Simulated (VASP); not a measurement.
The system is InSe.

```xyz
4
Lattice="1.9866 1.1470 8.3834 -1.9866 1.1470 8.3834 0.0000 -2.2939 8.3834" Properties=species:S:1:pos:R:3 pbc="T T T"
In    0.0000    0.0000   22.3483
In    0.0000    0.0000    0.0000
Se    0.0000    0.0000    4.3233
Se    0.0000    0.0000    9.6450
```

Base run:

| Quantity | Value |
| --- | --- |
| Program | VASP 6.6.1 |
| Functional | PBEsol |
| Potentials or basis | VASP PAW PBE potentials, release 64 (In_d, Se) |
| Cutoff | 520 eV |
| k mesh | 8 × 8 × 8 |
| Occupations | fermi-dirac, width 0.05 eV |
| Spin | no spin polarisation |

Its results: band gap on the k mesh 0.38 eV; pressure 1.3 GPa; largest force 0.405 eV/Å.

Task: The run is repeated on the same cell with these changes: functional from PBEsol to LDA; potentials or basis from VASP PAW PBE potentials, release 64 (In_d, Se) to VASP PAW LDA potentials, release 64 (In_d, Se). What comes out?

Result: Band gap on the k mesh 0.28 eV; pressure -0.3 GPa; largest force 0.337 eV/Å.

Caveats: spin-orbit coupling is left out, which moves the levels of the heavy elements; the PAW data sets were made with another functional, which shifts forces and pressure a little (at least some runs).

A k mesh can miss the band edges.
